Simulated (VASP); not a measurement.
Runs of VASP 6.6.1 on Y2C5. The structure is that of space group F-43m (No. 216), or close to it. The cells are those of the table. 

```tsv
task	cell	k mesh	cutoff (eV)	gap on the mesh (eV)	pressure (GPa)	relaxed volume (Å³/atom)	largest force (eV/Å)
single point	a = 5.230 Å, angles 60.0°, 7 atoms	4 × 4 × 4	520	none	-0.1	-	0.16
single point	a = 5.224 Å, angles 60.0°, 7 atoms	10 × 10 × 10	520	none	(a)	-	0.16
relaxation of cell and atoms	relaxed from a = 5.230 Å, angles 60.0°, 7 atoms	10 × 10 × 10	600	none	0.0	14.37	-
relaxation of cell and atoms	relaxed from a = 5.594 Å, angles 60.0°, 7 atoms	4 × 4 × 4	600	none	0.0	14.40	0.03
```

Alike in all rows: level PBE; potentials or basis VASP PAW PBE potentials, release 64 (Y_sv, C); no spin polarisation; smearing gaussian 0.1 eV.

Q: Estimate the missing entries.

A: (a) 0.1.

Caveats: some runs use coarse meshes; the volume moved by over 15 % at a fixed basis, so the end points are rough (some runs).

A k mesh can miss the band edges, and the runs leave out spin-orbit coupling on Y.

A gap of «none» marks levels without a gap at the run's occupations.
